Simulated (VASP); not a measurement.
Sb: single point with r2SCAN

Sb:

```xyz
2
Lattice="-3.0240 3.0240 1.5906 3.0240 -3.0240 1.5906 3.0240 3.0240 -1.5906" Properties=species:S:1:pos:R:3 pbc="T T T"
Sb    0.0000    0.0000    0.0000
Sb    0.0000    3.0240    0.7953
```

| Quantity | Value |
| --- | --- |
| Program | VASP 6.6.1 |
| Task | single point |
| Functional | r2SCAN |
| Potentials or basis | VASP PAW PBE potentials, release 64 (Sb) |
| Cutoff | 520 eV |
| k mesh | 18 × 18 × 18 |
| Occupations | gaussian, width 0.1 eV |
| Spin | no spin polarisation |
| Dipole correction | no |
| Further INCAR settings | ALGO = Normal; EDIFF = 1e-07; NBANDS = 12 |

```json
{
 "Pressure": "0.0 GPa",
 "Band gap on the k mesh": "zero (bands 5 and 6 overlap by 6.22 eV)"
}
```

Levels at points of the mesh, in eV from the Fermi level:
```tsv
k point	band 3	band 4	band 5	band 6	band 7	band 8
(0.00, 0.00, 0.00)	-3.71	-3.71	2.50	3.65	3.65	4.71
(0.50, 0.00, 0.00)	-4.53	-3.50	-2.70	0.71	1.36	2.18
(0.50, 0.50, 0.00)	-1.39	-1.39	-0.64	-0.64	4.44	4.44
(0.50, 0.50, 0.50)	-5.95	-5.95	3.68	3.68	5.98	5.98
```

Run time: 15 min on 1 thread of Intel Xeon 8259CL, on a shared host, peak memory 0.43 GiB.

Caveat: the PAW data sets were made with another functional, which shifts forces and pressure a little; spin-orbit coupling is left out, which moves the levels of the heavy elements.
